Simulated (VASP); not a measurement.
Set up this calculation in VASP 6.6.1, as the native input.

| Item | Value |
| --- | --- |
| Task | single point |
| Functional | PBE |
| Potentials or basis | VASP PAW PBE potentials, release 64 (Cu) |
| Cutoff | 520 eV |
| k mesh | 16 × 16 × 5 |
| Occupations | fermi-dirac, width 0.1 eV |
| Spin | no spin polarisation |
| Dipole correction | no |
| Further INCAR settings | ALGO = Normal; EDIFF = 1e-06; NBANDS = 30 |

The structure of Cu lies in POSCAR:

```
Cu
1.0
    2.4603673235      0.0000000000      0.0000000000
   -1.2301836618      2.1307406048      0.0000000000
    0.0000000000      0.0000000000      8.0352221399
Cu
4
Direct
    1.0000000000      0.0000000000      0.0000000000
    1.0000000000      1.0000000000      0.5000000000
    0.3333333333      0.6666666667      0.2500000000
    0.6666666667      0.3333333333      0.7500000000
```

This isn't the form of Cu at room conditions, which is fcc.

One way to write it, as run:

INCAR

```
PREC = Accurate
ENCUT = 520
EDIFF = 1E-6
ISMEAR = -1
SIGMA = 0.1
LREAL = False
LASPH = True
NELM = 100
ALGO = Normal
ISIF = 2
LWAVE = False
LCHARG = False
GGA = PE
NBANDS = 30
```

KPOINTS

```
Automatic mesh
0
Gamma
  16 16 5
```

Potentials or basis: VASP PAW PBE potentials, release 64 (Cu).

Command:

```console
$ cat potpaw_PBE.64/Cu/POTCAR > POTCAR
$ mpirun -np 1 vasp_std > vasp.out
```

It gave:

```
Pressure               : 25.3 GPa
Band gap on the k mesh : zero (bands 22 and 23 overlap by 5.60 eV)
```

Caveat: the cell stands under pressure.

Run time: 41 s on 1 thread of Intel(R) Xeon(R) 6975P-C (Granite Rapids) (shared host), peak memory 0.19 GiB.
